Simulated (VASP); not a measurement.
# GaGe3 (P6_3/mmc) in VASP: notebook

The runs below take GaGe3 through single point, with PBE.

All numbers are computed with VASP 6.6.1; they aren't measurements. Logs are shortened: lines on timing, memory, paths and dates and some standing lists are left out, and cuts for length are marked.

## 1. The cell of the first run

It takes space group P6_3/mmc (No. 194, hexagonal). The conventional cell has a = 5.863 Å, b = 5.863 Å, c = 4.932 Å, α = 90.00°, β = 90.00°, γ = 120.00°. Ge (site symmetry mm2) has 8 Ge at 2.88 to 2.99 Å and 4 Ga at 2.93 to 3.01 Å within 3.8 Å. Ga (site symmetry -6m2) has 12 Ge at 2.93 to 3.01 Å within 3.9 Å.

## 2. Single point, PBE

INCAR

```
SYSTEM = GaGe3
ALGO = Normal
EDIFF = 1E-6
ENCUT = 520
GGA = PE
ISIF = 2
ISMEAR = -1
LASPH = .TRUE.
LCHARG = .FALSE.
LREAL = .FALSE.
LWAVE = .FALSE.
NBANDS = 65
NELM = 100
PREC = Accurate
SIGMA = 0.05
```

KPOINTS

```
k-points
0
G
  5 5 5
  0 0 0
```

POSCAR

```
GaGe3
1.0
    5.8628580331      0.0000000000      0.0000000000
   -2.9314290165      5.0773839954      0.0000000000
    0.0000000000      0.0000000000      4.9321690372
Ge Ga
6 2
Direct
    0.1635615050      0.3271230100      0.2500000000
    0.1635615050      0.8364384950      0.2500000000
    0.6728769900      0.8364384950      0.2500000000
    0.8364384950      0.6728769900      0.7500000000
    0.8364384950      0.1635615050      0.7500000000
    0.3271230100      0.1635615050      0.7500000000
    0.3333333333      0.6666666667      0.7500000000
    0.6666666667      0.3333333333      0.2500000000
```

Potentials or basis: VASP PAW PBE potentials, release 64 (Ge_d, Ga_d).

On the command line:

```console
$ cat potpaw_PBE.64/Ge_d/POTCAR potpaw_PBE.64/Ga_d/POTCAR > POTCAR
$ mpirun -np 1 vasp_std > vasp.out
```

OUTCAR:

```text
SYSTEM = GaGe3
   EDIFF = 1E-6
   ENCUT = 520
   GGA = PE
   ISIF = 2
   ISMEAR = -1
   LASPH = .TRUE.
   LREAL = .FALSE.
   NELM = 100
   PREC = Accurate

 ion  position               nearest neighbor table
   1  0.164  0.327  0.250-   2 2.88   3 2.88
   2  0.164  0.836  0.250-   1 2.88   3 2.88
   3  0.673  0.836  0.250-   1 2.88   2 2.88
   4  0.836  0.673  0.750-   5 2.88   6 2.88
   5  0.836  0.164  0.750-   4 2.88   6 2.88
   6  0.327  0.164  0.750-   4 2.88   5 2.88
   7  0.333  0.667  0.750-
   8  0.667  0.333  0.250-

  LATTYP: Found a hexagonal cell.
 ALAT       =     5.8628580331
 C/A-ratio  =     0.8412567743

  Lattice vectors:

 A1 = (   5.8628580331,   0.0000000000,   0.0000000000)
 A2 = (  -2.9314290165,   5.0773839954,   0.0000000000)
 A3 = (   0.0000000000,   0.0000000000,   4.9321690372)

Analysis of symmetry for initial positions (statically):
=====================================================================
 Subroutine PRICEL returns:
 Original cell was already a primitive cell.

 Routine SETGRP: Setting up the symmetry group for a
 hexagonal supercell.

 Subroutine GETGRP returns: Found 24 space group operations
 (whereof 12 operations were pure point group operations)
 out of a pool of 24 trial point group operations.

The static configuration has the point symmetry D_3d.
 The point group associated with its full space group is D_6h.

Analysis of symmetry for dynamics (positions and initial velocities):
=====================================================================
 Subroutine PRICEL returns:
 Original cell was already a primitive cell.

 Routine SETGRP: Setting up the symmetry group for a
 hexagonal supercell.

 Subroutine GETGRP returns: Found 24 space group operations
 (whereof 12 operations were pure point group operations)
 out of a pool of 24 trial point group operations.

The dynamic configuration has the point symmetry D_3d.
 The point group associated with its full space group is D_6h.

 Subroutine INISYM returns: Found 24 space group operations
 (whereof 12 operations are pure point group operations),
 and found     1 'primitive' translations

----------------------------------------------------------------------------------------

                                     Primitive cell

  volume of cell :     146.8207

  direct lattice vectors                    reciprocal lattice vectors
     5.862858033  0.000000000  0.000000000     0.170565276  0.098475908  0.000000000
    -2.931429017  5.077383995  0.000000000     0.000000000  0.196951816  0.000000000
     0.000000000  0.000000000  4.932169037     0.000000000  0.000000000  0.202750553

  length of vectors
     5.862858033  5.862858033  4.932169037     0.196951816  0.196951816  0.202750553

  position of ions in fractional coordinates (direct lattice)
     0.163561505  0.327123010  0.250000000
     0.163561505  0.836438495  0.250000000
     0.672876990  0.836438495  0.250000000
     0.836438495  0.672876990  0.750000000
     0.836438495  0.163561505  0.750000000
     0.327123010  0.163561505  0.750000000
     0.333333333  0.666666667  0.750000000
     0.666666667  0.333333333  0.250000000

  ion indices of the primitive-cell ions
   primitive index   ion index
                 1           1
                 2           2
                 3           3
                 4           4
                 5           5
                 6           6
                 7           7
                 8           8

----------------------------------------------------------------------------------------

 KPOINTS: k-points

Automatic generation of k-mesh.
 Grid dimensions read from file:
 generate k-points for:    5    5    5

 Generating k-lattice:

  Cartesian coordinates                     Fractional coordinates (reciprocal lattice)
     0.034113055  0.019695182  0.000000000     0.200000000  0.000000000  0.000000000
     0.000000000  0.039390363  0.000000000     0.000000000  0.200000000  0.000000000
     0.000000000  0.000000000  0.040550111     0.000000000  0.000000000  0.200000000

  Length of vectors
     0.039390363  0.039390363  0.040550111

  Shift w.r.t. Gamma in fractional coordinates (k-lattice)
     0.000000000  0.000000000  0.000000000

 Subroutine IBZKPT returns following result:
 ===========================================

 Found     15 irreducible k-points:

 Following reciprocal coordinates:
            Coordinates               Weight
  0.000000  0.000000  0.000000      1.000000
  0.200000 -0.000000  0.000000      6.000000
  0.400000 -0.000000  0.000000      6.000000
  0.200000  0.200000  0.000000      6.000000
  0.400000  0.200000  0.000000      6.000000
  0.000000  0.000000  0.200000      2.000000
  0.200000 -0.000000  0.200000     12.000000
  0.400000 -0.000000  0.200000     12.000000
  0.200000  0.200000  0.200000     12.000000
  0.400000  0.200000  0.200000     12.000000
  0.000000  0.000000  0.400000      2.000000
  0.200000 -0.000000  0.400000     12.000000
  0.400000 -0.000000  0.400000     12.000000
  0.200000  0.200000  0.400000     12.000000
  0.400000  0.200000  0.400000     12.000000
   k-points           NKPTS =     15   k-points in BZ     NKDIM =     15   number of bands    NBANDS=     65
   number of dos      NEDOS =    301   number of ions     NIONS =      8
   total plane-waves  NPLWV =  92160
   dimension x,y,z NGX =    48 NGY =   48 NGZ =   40
   dimension x,y,z NGXF=    96 NGYF=   96 NGZF=   80
   ions per type =               6   2
   NGX,Y,Z   is equivalent  to a cutoff of  13.61, 13.61, 13.48 a.u.
   NGXF,Y,Z  is equivalent  to a cutoff of  27.22, 27.22, 26.97 a.u.
 SYSTEM =  GaGe3
   PREC   = accura    normal or accurate (medium, high low for compatibility)
   ISTART =      0    job   : 0-new  1-cont  2-samecut
   ICHARG =      2    charge: 1-file 2-atom 10-const
   ISPIN  =      1    spin polarized calculation?
   LNONCOLLINEAR =      F non collinear calculations
   LSORBIT =      F    spin-orbit coupling
   LASPH  =      T    aspherical Exc in radial PAW
   ENCUT  =  520.0 eV  38.22 Ry    6.18 a.u.  10.90 10.90  9.17*2*pi/ulx,y,z
   NELM   =    100;   NELMIN=  2; NELMDL= -5     # of ELM steps
   EDIFF  = 0.1E-05   stopping-criterion for ELM
   LREAL  =      F    real-space projection
[... 7 lines left out ...]
   TEBEG  =    0.0;   TEEND  =   0.0 temperature during run
   PSTRESS=    0.0 pullay stress
   NELECT =     110.0000    total number of electrons
   NUPDOWN=      -1.0000    fix difference up-down
   EMIN   =  10.00;   EMAX   =-10.00  energy-range for DOS
   EFERMI =   0.00;   METHOD = LEGACY
   ISMEAR =    -1;   SIGMA  =   0.05  broadening in eV -4-tet -1-fermi 0-gaus
   EFERMI_NEDOS =   21; number of points for ismear=-14 and -15
   IALGO  =     38    algorithm
   IMIX   =      4    mixing-type and parameters
     AMIX     =   0.40;   BMIX     =  1.00
     AMIX_MAG =   1.60;   BMIX_MAG =  1.00
  volume/ion in A,a.u.               =      18.35       123.85
  Fermi-wavevector in a.u.,A,eV,Ry     =   1.486882  2.809800 30.080021  2.210819
  Thomas-Fermi vector in A             =   2.600113
   LORBIT       =      0    0 simple, 1 ext, 2 COOP (PROOUT), +10 PAW based schemes
   GGA     = PE    functional components
   LHFCALC =     F    Hartree Fock is set to
   AEXX    =    0.0000 exact exchange contribution
   IVDW    =     0    specifies the selected vdW correction
   LEPSILON=     F    determine dielectric tensor
   LRPA    =     F    only Hartree local field effects (RPA)
 non-spin polarized calculation
  energy-cutoff  :      520.00
  volume of cell :      146.82
 maximum number of plane-waves:      3967
 NGX is ok and might be reduce to    48
   NGX = 21   NGY = 21   NGZ = 19

 number of electron     110.0000041 magnetization

 Free energy of the ion-electron system (eV)
  ---------------------------------------------------
  ext. energy  EPLUGINS =         0.00000000
  ---------------------------------------------------
  free energy    TOTEN  =       -30.71852861 eV

  energy without entropy =      -30.68500162  energy(sigma->0) =      -30.70176511

 E-fermi :   6.7349     XC(G=0): -11.3675

 val. band max:        6.7192830280   @ k =   0.4000  -0.0000   0.4000
 cond. band min:       6.7365270740   @ k =   0.4000   0.2000   0.0000
 fundamental gap:      0.0172440460
 Fermi energy:         6.7348656300

 k-point     1 :       0.0000    0.0000    0.0000
  band No.  band energies     occupation
      1     -18.0295      2.00000
      2     -18.0155      2.00000
      3     -18.0155      2.00000
      4     -18.0075      2.00000
      5     -17.9950      2.00000
      6     -17.9852      2.00000
[... 57 lines left out ...]
     64      10.6002      0.00000
     65      14.1113      0.00000

 k-point     2 :       0.2000   -0.0000    0.0000
  band No.  band energies     occupation
      1     -18.0224      2.00000
      2     -18.0117      2.00000
      3     -18.0051      2.00000
      4     -18.0031      2.00000
      5     -17.9896      2.00000
      6     -17.9818      2.00000
[... 57 lines left out ...]
     64      10.6157      0.00000
     65      12.2508      0.00000

 k-point     3 :       0.4000   -0.0000    0.0000
  band No.  band energies     occupation
      1     -18.0156      2.00000
      2     -17.9943      2.00000
      3     -17.9931      2.00000
      4     -17.9892      2.00000
      5     -17.9846      2.00000
      6     -17.9807      2.00000
[... 805 lines left out ...]
     64      10.8725      0.00000
     65      11.8502      0.00000

 k-point    15 :       0.4000    0.2000    0.4000
  band No.  band energies     occupation
      1     -18.0019      2.00000
      2     -17.9974      2.00000
      3     -17.9911      2.00000
      4     -17.9852      2.00000
      5     -17.9826      2.00000
      6     -17.9812      2.00000
[... 57 lines left out ...]
     64      10.4676      0.00000
     65      10.8448      0.00000

------------------------ aborting loop because EDIFF is reached ----------------------------------------

  FORCE on cell =-STRESS in cart. coord.  units (eV):
  Direction    XX          YY          ZZ          XY          YZ          ZX
  --------------------------------------------------------------------------------------
  -------------------------------------------------------------------------------------
  Total        3.1731896      3.1731896      2.8893775      0.0000000      0.0000000      0.0000000
  in kB       34.6273508     34.6273508     31.5302585      0.0000000      0.0000000      0.0000000
  external PRESSURE =      33.5949867 kB  Pullay stress =       0.0000000 kB

 VOLUME and BASIS-vectors are now :
 -----------------------------------------------------------------------------
  energy-cutoff  :      520.00
  volume of cell :      146.82
      direct lattice vectors                 reciprocal lattice vectors
     5.862858033  0.000000000  0.000000000     0.170565276  0.098475908  0.000000000
    -2.931429017  5.077383995  0.000000000     0.000000000  0.196951816  0.000000000
     0.000000000  0.000000000  4.932169037     0.000000000  0.000000000  0.202750553

 POSITION                                       TOTAL-FORCE (eV/Angst)
 -----------------------------------------------------------------------------------
      0.00000      1.66093      1.23304         0.000000      0.269724     -0.000000
     -1.49302      4.24692      1.23304         0.233588     -0.134862      0.000000
      1.49302      4.24692      1.23304        -0.233588     -0.134862      0.000000
      2.93143      3.41645      3.69913        -0.000000     -0.269724      0.000000
      4.42445      0.83046      3.69913        -0.233588      0.134862     -0.000000
      1.43841      0.83046      3.69913         0.233588      0.134862      0.000000
     -0.00000      3.38492      3.69913        -0.000000      0.000000      0.000000
      2.93143      1.69246      1.23304        -0.000000      0.000000      0.000000
 -----------------------------------------------------------------------------------
    total drift:                               -0.000000      0.000000     -0.000000

  FREE ENERGIE OF THE ION-ELECTRON SYSTEM (eV)
  ---------------------------------------------------
  free  energy   TOTEN  =       -30.7185286080 eV

  energy  without entropy=      -30.6850016159  energy(sigma->0) =      -30.70176511
```

It took 79 s on 1 thread of Intel Xeon 6975P-C (Granite Rapids), shared host; peak memory 0.35 GiB.

Results:

```
Free energy            : -30.7185 eV
Pressure               : 3.4 GPa
Largest force          : 0.270 eV/Å
Band gap on the k mesh : zero (bands 55 and 56 overlap by 1.37 eV)
```

Forces on the atoms (eV/Å):
```
Ge   0.000  0.270  0.000
Ge   0.234 -0.135  0.000
Ge  -0.234 -0.135  0.000
Ge   0.000 -0.270  0.000
Ge  -0.234  0.135  0.000
Ge   0.234  0.135  0.000
Ga   0.000  0.000  0.000
Ga   0.000  0.000  0.000
```

Caveat: the cell stands under pressure.

## 3. Single point, PBE

This run uses another cell than the first one, of 18.74 Å³/atom.

INCAR

```
SYSTEM = GaGe3
ALGO = Normal ; EDIFF = 1E-6
ENCUT = 520 ; GGA = PE
ISIF = 2 ; ISMEAR = -1
LASPH = .True. ; LCHARG = .False.
LREAL = .False. ; LWAVE = .False.
NBANDS = 65 ; NELM = 100
PREC = Accurate ; SIGMA = 0.05
```

KPOINTS

```
k-points
0
Gamma
  5 5 5
  0 0 0
```

POSCAR, as its differences from that of step 2:

```diff
@@ -2,5 +2,5 @@
 1.0
-    5.8628580331      0.0000000000      0.0000000000
-   -2.9314290165      5.0773839954      0.0000000000
-    0.0000000000      0.0000000000      4.9321690372
+    5.9041471261      0.0000000000      0.0000000000
+   -2.9520735630      5.1131413988      0.0000000000
+    0.0000000000      0.0000000000      4.9669037664
 Ge Ga
```

Potentials or basis: VASP PAW PBE potentials, release 64 (Ge_d, Ga_d).

On the command line:

```console
$ cat potpaw_PBE.64/Ge_d/POTCAR potpaw_PBE.64/Ga_d/POTCAR > POTCAR
$ mpirun -np 1 vasp_std > vasp.out
```

Wall time 74 s (1 thread of Intel Xeon 6975P-C (Granite Rapids), shared host); peak memory 0.35 GiB.

Results (log left out):

```yaml
Free_energy: -30.7702 eV
Pressure: 1.8 GPa
Largest_force: 0.239 eV/Å
Band_gap_on_the_k_mesh: zero (bands 55 and 56 overlap by 1.29 eV)
```

Forces in eV/Å, atoms in the order of the input:
```
Ge   0.000  0.239  0.000
Ge   0.207 -0.120  0.000
Ge  -0.207 -0.120  0.000
Ge   0.000 -0.239  0.000
Ge  -0.207  0.120  0.000
Ge   0.207  0.120  0.000
Ga   0.000  0.000  0.000
Ga   0.000  0.000  0.000
```

Stress tensor (GPa, compression positive):
```
1.86 0.00 0.00
0.00 1.86 0.00
0.00 0.00 1.70
```

Levels at points of the mesh, in eV from the Fermi level:
| k point | band 53 | band 54 | band 55 | band 56 | band 57 | band 58 |
| --- | --- | --- | --- | --- | --- | --- |
| (0.00, 0.00, 0.00) | -1.27 | -1.27 | -0.87 | -0.86 | -0.86 | 0.50 |
